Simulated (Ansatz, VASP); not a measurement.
**One calculation of Os, two programs**

```
Os
1.0
     2.78772    0.00000    0.00000
    -1.39386    2.41424    0.00000
     0.00000    0.00000    4.40442
Os
2
Direct
  0.66667 0.33333 0.75000
  0.33333 0.66667 0.25000
```

Alike in both runs: task single point; functional PBEsol; k mesh 11 × 11 × 6; occupations fermi-dirac, width 0.05 eV; no spin polarisation.

|  | VASP | Ansatz |
| --- | --- | --- |
| version | VASP 6.6.1 | Ansatz 0.2.0 |
| potentials or method | VASP PAW PBE potentials, release 64 (Os) | Ansatz PAW |
| plane-wave cutoff (eV) | 520 | 420 |
| valence electrons in the cell | 16 | 32 |

Ansatz gave:

| Quantity | Value |
| --- | --- |
| gap on the k mesh at the Fermi level (eV) | none |
| pressure (GPa) | -23.9 |
| traceless stress, the component that is largest in VASP (GPa) | -0.98 |

Problem. Which values does VASP return?

Solution. gap on the k mesh at the Fermi level (eV): none; pressure (GPa): -24.0; traceless stress, the component that is largest in VASP (GPa): -1.06.

VASP's potentials were made for PBE, not for PBEsol. A gap of «none» marks a metal or a gap that the smearing closes. VASP's potentials hold 16 valence electrons a cell and Ansatz's 32, so a difference there can come from the potentials and not from the codes.

Neither program's run includes spin-orbit coupling.
